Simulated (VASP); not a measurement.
# ZrSi4Pd (P6/mmm) in VASP: single point with PBE

Aim: the single point of ZrSi4Pd with PBE.

All numbers are computed with VASP 6.6.1; they aren't measurements. Logs are shortened: lines on timing, memory, paths and dates and some standing lists are left out, and cuts for length are marked.

## Step 1: The cell of the first run

The structure is hexagonal, space group P6/mmm (No. 191). Conventional cell: a = 3.792 Å, b = 3.792 Å, c = 7.369 Å, α = 90.00°, β = 90.00°, γ = 120.00°. Within 2.3 Å of Zr (site symmetry 6/mmm) lie 2 Si at 1.70 Å. Within 2.9 Å of Si (site symmetry -6m2) lie 3 Si at 2.19 Å and 3 Pd at 2.19 Å. Si (site symmetry 6mm) has 1 Zr at 1.70 Å and 1 Pd at 1.99 Å within 2.3 Å. Within 2.6 Å of Pd (site symmetry 6/mmm) lie 8 Si at 1.99 to 2.19 Å.

## Step 2: Single point, PBE

INCAR reads:

```
  ALGO = Normal
  EDIFF = 1E-7
  ENCUT = 520
  GGA = PE
  ISIF = 2
  ISMEAR = 0
  LASPH = T
  LCHARG = F
  LREAL = F
  LWAVE = F
  NBANDS = 28
  NELM = 60
  PREC = Accurate
  SIGMA = 0.1
```

KPOINTS reads:

```
k-points
0
Gamma
  6 6 4
```

POSCAR reads:

```
ZrSi4Pd
1.0
    3.7924894700      0.0000000000      0.0000000000
   -1.8962447400      3.2843922200      0.0000000000
    0.0000000000      0.0000000000      7.3693000400
Zr Si Pd
1 4 1
Direct
    0.0000000000      0.0000000000      0.5000000000
    0.3333333300      0.6666666700      0.0000000000
    0.6666666700      0.3333333300      0.0000000000
    0.0000000000      0.0000000000      0.7305806700
    0.0000000000      0.0000000000      0.2694193300
    0.0000000000      0.0000000000      0.0000000000
```

Potentials or basis: VASP PAW PBE potentials, release 64 (Zr_sv, Si, Pd).

The run is started by

```sh
$ cat potpaw_PBE.64/Zr_sv/POTCAR potpaw_PBE.64/Si/POTCAR potpaw_PBE.64/Pd/POTCAR > POTCAR
$ mpirun -np 1 vasp_std > vasp.out
```

OUTCAR:

```text
EDIFF = 1E-7
   ENCUT = 520
   GGA = PE
   ISIF = 2
   ISMEAR = 0
   LASPH = T
   LREAL = F
   NELM = 60
   PREC = Accurate

 ion  position               nearest neighbor table
   1  0.000  0.000  0.500-   4 1.70   5 1.70
   2  0.333  0.667  0.000-   3 2.19   3 2.19   6 2.19   6 2.19   6 2.19   3 2.19   5 2.96   4 2.96
                             4 2.96   5 2.96   4 2.96   5 2.96
   3  0.667  0.333  0.000-   2 2.19   2 2.19   6 2.19   6 2.19   6 2.19   2 2.19   5 2.96   4 2.96
                             5 2.96   4 2.96   5 2.96   4 2.96
   4  0.000  0.000  0.731-   1 1.70   6 1.99   3 2.96   2 2.96   2 2.96   3 2.96   3 2.96   2 2.96

   5  0.000  0.000  0.269-   1 1.70   6 1.99   3 2.96   2 2.96   2 2.96   3 2.96   3 2.96   2 2.96

   6  0.000  0.000  0.000-   4 1.99   5 1.99   2 2.19   3 2.19   2 2.19   3 2.19   3 2.19   2 2.19

 -----------------------------------------------------------------------------
|                                                                             |
|           W    W    AA    RRRRR   N    N  II  N    N   GGGG   !!!           |
|           W    W   A  A   R    R  NN   N  II  NN   N  G    G  !!!           |
|           W    W  A    A  R    R  N N  N  II  N N  N  G       !!!           |
|           W WW W  AAAAAA  RRRRR   N  N N  II  N  N N  G  GGG   !            |
|           WW  WW  A    A  R   R   N   NN  II  N   NN  G    G                |
|           W    W  A    A  R    R  N    N  II  N    N   GGGG   !!!           |
|                                                                             |
|     The distance between some ions is very small. Please check the          |
|     nearest-neighbor list in the OUTCAR file.                               |
|     I HOPE YOU KNOW WHAT YOU ARE DOING!                                     |
|                                                                             |
 -----------------------------------------------------------------------------

  LATTYP: Found a hexagonal cell.
 ALAT       =     3.7924894700
 C/A-ratio  =     1.9431299937

  Lattice vectors:

 A1 = (   3.7924894700,   0.0000000000,   0.0000000000)
 A2 = (  -1.8962447400,   3.2843922200,   0.0000000000)
 A3 = (   0.0000000000,   0.0000000000,   7.3693000400)

Analysis of symmetry for initial positions (statically):
=====================================================================
 Subroutine PRICEL returns:
 Original cell was already a primitive cell.

 Routine SETGRP: Setting up the symmetry group for a
 hexagonal supercell.

 Subroutine GETGRP returns: Found 24 space group operations
 (whereof 24 operations were pure point group operations)
 out of a pool of 24 trial point group operations.

The static configuration has the point symmetry D_6h.

Analysis of symmetry for dynamics (positions and initial velocities):
=====================================================================
 Subroutine PRICEL returns:
 Original cell was already a primitive cell.

 Routine SETGRP: Setting up the symmetry group for a
 hexagonal supercell.

 Subroutine GETGRP returns: Found 24 space group operations
 (whereof 24 operations were pure point group operations)
 out of a pool of 24 trial point group operations.

The dynamic configuration has the point symmetry D_6h.

 Subroutine INISYM returns: Found 24 space group operations
 (whereof 24 operations are pure point group operations),
 and found     1 'primitive' translations

----------------------------------------------------------------------------------------

                                     Primitive cell

  volume of cell :      91.7922

  direct lattice vectors                    reciprocal lattice vectors
     3.792489470  0.000000000  0.000000000     0.263679045  0.152235168  0.000000000
    -1.896244740  3.284392220  0.000000000     0.000000000  0.304470335  0.000000000
     0.000000000  0.000000000  7.369300040     0.000000000  0.000000000  0.135698098

  length of vectors
     3.792489470  3.792489469  7.369300040     0.304470335  0.304470335  0.135698098

  position of ions in fractional coordinates (direct lattice)
     0.000000000  0.000000000  0.500000000
     0.333333330  0.666666670  0.000000000
     0.666666670  0.333333330  0.000000000
     0.000000000  0.000000000  0.730580670
     0.000000000  0.000000000  0.269419330
     0.000000000  0.000000000  0.000000000

  ion indices of the primitive-cell ions
   primitive index   ion index
                 1           1
                 2           2
                 3           3
                 4           4
                 5           5
                 6           6

----------------------------------------------------------------------------------------

 KPOINTS: k-points

Automatic generation of k-mesh.
 Grid dimensions read from file:
 generate k-points for:    6    6    4

 Generating k-lattice:

  Cartesian coordinates                     Fractional coordinates (reciprocal lattice)
     0.043946507  0.025372528  0.000000000     0.166666667  0.000000000  0.000000000
     0.000000000  0.050745056  0.000000000     0.000000000  0.166666667  0.000000000
     0.000000000  0.000000000  0.033924525     0.000000000  0.000000000  0.250000000

  Length of vectors
     0.050745056  0.050745056  0.033924525

  Shift w.r.t. Gamma in fractional coordinates (k-lattice)
     0.000000000  0.000000000  0.000000000

 Subroutine IBZKPT returns following result:
 ===========================================

 Found     21 irreducible k-points:

 Following reciprocal coordinates:
            Coordinates               Weight
  0.000000  0.000000  0.000000      1.000000
  0.166667  0.000000  0.000000      6.000000
  0.333333  0.000000  0.000000      6.000000
  0.500000  0.000000  0.000000      3.000000
  0.166667  0.166667  0.000000      6.000000
  0.333333  0.166667  0.000000     12.000000
[... 13 lines left out ...]
  0.333333  0.166667  0.500000     12.000000
  0.333333  0.333333  0.500000      2.000000
   k-points           NKPTS =     21   k-points in BZ     NKDIM =     21   number of bands    NBANDS=     28
   number of dos      NEDOS =    301   number of ions     NIONS =      6
   total plane-waves  NPLWV =  43904
   dimension x,y,z NGX =    28 NGY =   28 NGZ =   56
   dimension x,y,z NGXF=    56 NGYF=   56 NGZF=  112
   ions per type =               1   4   1
   NGX,Y,Z   is equivalent  to a cutoff of  12.27, 12.27, 12.63 a.u.
   NGXF,Y,Z  is equivalent  to a cutoff of  24.55, 24.55, 25.27 a.u.
 SYSTEM =  unknown system
   PREC   = accura    normal or accurate (medium, high low for compatibility)
   ISTART =      0    job   : 0-new  1-cont  2-samecut
   ICHARG =      2    charge: 1-file 2-atom 10-const
   ISPIN  =      1    spin polarized calculation?
   LNONCOLLINEAR =      F non collinear calculations
   LSORBIT =      F    spin-orbit coupling
   LASPH  =      T    aspherical Exc in radial PAW
   ENCUT  =  520.0 eV  38.22 Ry    6.18 a.u.   7.05  7.05 13.70*2*pi/ulx,y,z
   NELM   =     60;   NELMIN=  2; NELMDL= -5     # of ELM steps
   EDIFF  = 0.1E-06   stopping-criterion for ELM
   LREAL  =      F    real-space projection
   EDIFFG = 0.1E-05   stopping-criterion for IOM
   NSW    =      0    number of steps for IOM
   IBRION =     -1    ionic relax: 0-MD 1-quasi-New 2-CG
   NFREE  =      0    steps in history (QN), initial steepest desc. (CG)
   ISIF   =      2    stress and relaxation
   ISYM   =      2    0-nonsym 1-usesym 2-fastsym
   POTIM  = 0.5000    time-step for ionic-motion
   TEBEG  =    0.0;   TEEND  =   0.0 temperature during run
   PSTRESS=    0.0 pullay stress
   NELECT =      38.0000    total number of electrons
   NUPDOWN=      -1.0000    fix difference up-down
   EMIN   =  10.00;   EMAX   =-10.00  energy-range for DOS
   EFERMI =   0.00;   METHOD = LEGACY
   ISMEAR =     0;   SIGMA  =   0.10  broadening in eV -4-tet -1-fermi 0-gaus
   EFERMI_NEDOS =   21; number of points for ismear=-14 and -15
   IALGO  =     38    algorithm
   IMIX   =      4    mixing-type and parameters
     AMIX     =   0.40;   BMIX     =  1.00
     AMIX_MAG =   1.60;   BMIX_MAG =  1.00
  volume/ion in A,a.u.               =      15.30       103.24
  Fermi-wavevector in a.u.,A,eV,Ry     =   1.220115  2.305683 20.254734  1.488681
  Thomas-Fermi vector in A             =   2.355344
   LORBIT       =      0    0 simple, 1 ext, 2 COOP (PROOUT), +10 PAW based schemes
   GGA     = PE    functional components
   LHFCALC =     F    Hartree Fock is set to
   AEXX    =    0.0000 exact exchange contribution
   IVDW    =     0    specifies the selected vdW correction
   LEPSILON=     F    determine dielectric tensor
   LRPA    =     F    only Hartree local field effects (RPA)
 non-spin polarized calculation
 Gauss-broadening in eV      SIGMA  =   0.10
  energy-cutoff  :      520.00
  volume of cell :       91.79
 maximum number of plane-waves:      2496
   NGX = 15   NGY = 15   NGZ = 27

 number of electron      38.0000003 magnetization

 Free energy of the ion-electron system (eV)
  ---------------------------------------------------
  ext. energy  EPLUGINS =         0.00000000
  ---------------------------------------------------
  free energy    TOTEN  =        -7.11883942 eV

  energy without entropy =       -7.09950930  energy(sigma->0) =       -7.10917436

 E-fermi :  10.4668     XC(G=0): -11.1261

 val. band max:       10.4557591282   @ k =   0.3333   0.0000   0.5000
 cond. band min:      10.4774298444   @ k =   0.1667   0.1667   0.0000
 fundamental gap:      0.0216707162
 Fermi energy:        10.4668075849

 k-point     1 :       0.0000    0.0000    0.0000
  band No.  band energies     occupation
      1     -38.0355      2.00000
      2     -18.4671      2.00000
      3     -15.6956      2.00000
      4     -15.6956      2.00000
      5      -5.5863      2.00000
      6      -0.9005      2.00000
[... 20 lines left out ...]
     27      14.1917      0.00000
     28      14.3358      0.00000
[... 590 lines left out ...]
 k-point    21 :       0.3333    0.3333    0.5000
  band No.  band energies     occupation
      1     -38.0240      2.00000
      2     -18.4472      2.00000
      3     -15.7971      2.00000
      4     -15.7971      2.00000
      5      -1.8327      2.00000
      6      -1.8327      2.00000
[... 20 lines left out ...]
     27      13.8085      0.00000
     28      15.7048      0.00000

------------------------ aborting loop because EDIFF is reached ----------------------------------------

  FORCE on cell =-STRESS in cart. coord.  units (eV):
  Direction    XX          YY          ZZ          XY          YZ          ZX
  --------------------------------------------------------------------------------------
  -------------------------------------------------------------------------------------
  Total       36.0058633     36.0058632    139.4855936     -0.0000001     -0.0000000     -0.0000000
  in kB      628.4607709    628.4607692   2434.6374593     -0.0000010     -0.0000000     -0.0000000
  external PRESSURE =    1230.5196665 kB  Pullay stress =       0.0000000 kB

 VOLUME and BASIS-vectors are now :
 -----------------------------------------------------------------------------
  energy-cutoff  :      520.00
  volume of cell :       91.79
      direct lattice vectors                 reciprocal lattice vectors
     3.792489470  0.000000000  0.000000000     0.263679045  0.152235168  0.000000000
    -1.896244740  3.284392220  0.000000000     0.000000000  0.304470335  0.000000000
     0.000000000  0.000000000  7.369300040     0.000000000  0.000000000  0.135698098

 POSITION                                       TOTAL-FORCE (eV/Angst)
 -----------------------------------------------------------------------------------
      0.00000      0.00000      3.68465         0.000000      0.000000      0.000000
     -0.00000      2.18959      0.00000         0.000000     -0.000000      0.000000
      1.89624      1.09480      0.00000        -0.000000      0.000000      0.000000
      0.00000      0.00000      5.38387        -0.000000      0.000000     17.329170
      0.00000      0.00000      1.98543         0.000000     -0.000000    -17.329170
      0.00000      0.00000      0.00000         0.000000      0.000000      0.000000
 -----------------------------------------------------------------------------------
    total drift:                               -0.000000     -0.000000     -0.000000

  FREE ENERGIE OF THE ION-ELECTRON SYSTEM (eV)
  ---------------------------------------------------
  free  energy   TOTEN  =        -7.1188394156 eV

  energy  without entropy=       -7.0995093003  energy(sigma->0) =       -7.10917436
```

It took 2.1 min on 1 thread of Intel Xeon 8259CL, shared host; peak memory 0.22 GiB.

Results:

```
Free energy            : -7.1188 eV
Pressure               : 123.1 GPa
Largest force          : 17.329 eV/Å
Band gap on the k mesh : zero (band 19 reaches 10.84 eV, above the bottom of band 20 at 10.06 eV)
```

Forces on the atoms (eV/Å):
```
Zr    0.000   0.000   0.000
Si    0.000   0.000   0.000
Si    0.000   0.000   0.000
Si    0.000   0.000  17.329
Si    0.000   0.000 -17.329
Pd    0.000   0.000   0.000
```

Stress tensor (GPa, compression positive):
```
 62.85   0.00   0.00
  0.00  62.85   0.00
  0.00   0.00 243.46
```

Levels at points of the mesh, in eV from the Fermi level:
| k point | band 16 | band 17 | band 18 | band 19 | band 20 | band 21 | band 22 | band 23 |
| --- | --- | --- | --- | --- | --- | --- | --- | --- |
| (0.00, 0.00, 0.00) | -2.07 | -2.07 | -0.78 | -0.58 | 0.45 | 0.45 | 1.32 | 1.32 |
| (0.50, 0.00, 0.00) | -2.51 | -2.09 | -1.24 | -0.46 | -0.02 | 0.19 | 1.33 | 2.98 |
| (0.00, 0.00, 0.50) | -2.51 | -0.91 | -0.91 | -0.77 | 0.54 | 0.54 | 1.07 | 1.07 |
| (0.50, 0.00, 0.50) | -2.48 | -2.34 | -0.84 | -0.79 | 0.14 | 0.87 | 1.38 | 1.41 |

Caveat: forces of over 1 eV/Å act on the atoms, so gaps and moduli don't describe the material at rest.
